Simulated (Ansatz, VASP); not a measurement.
# Two plane-wave programs on Co

INCAR

```
SYSTEM = Co
  PREC = Accurate
  ENCUT = 690
  EDIFF = 1E-6
  ISMEAR = -1
  SIGMA = 0.1
  LREAL = .FALSE.
  LASPH = .TRUE.
  NELM = 120
  ALGO = Normal
  ISIF = 2
  LWAVE = .FALSE.
  LCHARG = .FALSE.
  GGA = PS
  NBANDS = 14
  GGA_COMPAT = .FALSE.
```

The input KPOINTS:

```
Automatic mesh
0
G
  18 18 18
  0 0 0
```

The input POSCAR:

```
Co
1.0
    0.0000000000      1.7046286775      1.7046286775
    1.7046286775      0.0000000000      1.7046286775
    1.7046286775      1.7046286775      0.0000000000
Co
1
Direct
    0.0000000000      0.0000000000      0.0000000000
```

Input for Ansatz:

```yaml
crystal:
  lattice:
    - [0.0, 1.7046286775, 1.7046286775]
    - [1.7046286775, 0.0, 1.7046286775]
    - [1.7046286775, 1.7046286775, 0.0]
  atoms:
    - { symbol: Co, position: [0.0, 0.0, 0.0] }
hamiltonian:
  xc: pbesol
  pseudopotentials:
    kind: paw
    azcp:
      Co: "pseudopotentials/Co.paw.azcp"
basis:
  ecutwfc: 420
  fft_grid_basis: typed
kpoints:
  mp_grid: { grid: [18, 18, 18], shift: [0, 0, 0] }
magnetization:
  spin_polarized: false
scf:
  occupations: { method: fermi_dirac, width: 0.1 }
  lower_state_search: "off"
output:
  stress: true
```

Alike in both runs: task single point; functional PBEsol; k mesh 18 × 18 × 18; occupations fermi-dirac, width 0.1 eV; no spin polarisation.

|  | VASP | Ansatz |
| --- | --- | --- |
| version | VASP 6.6.1 | Ansatz 0.2.0 |
| potentials or method | VASP PAW PBE potentials, release 64 (Co_sv), cutoff 690 eV | plane waves (420 eV) with PAW, scalar-relativistic |
| valence electrons in the cell | 17 | 17 |

```csv
,VASP,Ansatz,Ansatz less VASP
pressure (GPa),-1.3,0.0,+1.35
```

VASP's potentials were made for PBE, not for PBEsol, and Ansatz warns of the same on its side. The functional is the same, so the differences come from potentials, cutoffs and numerics.
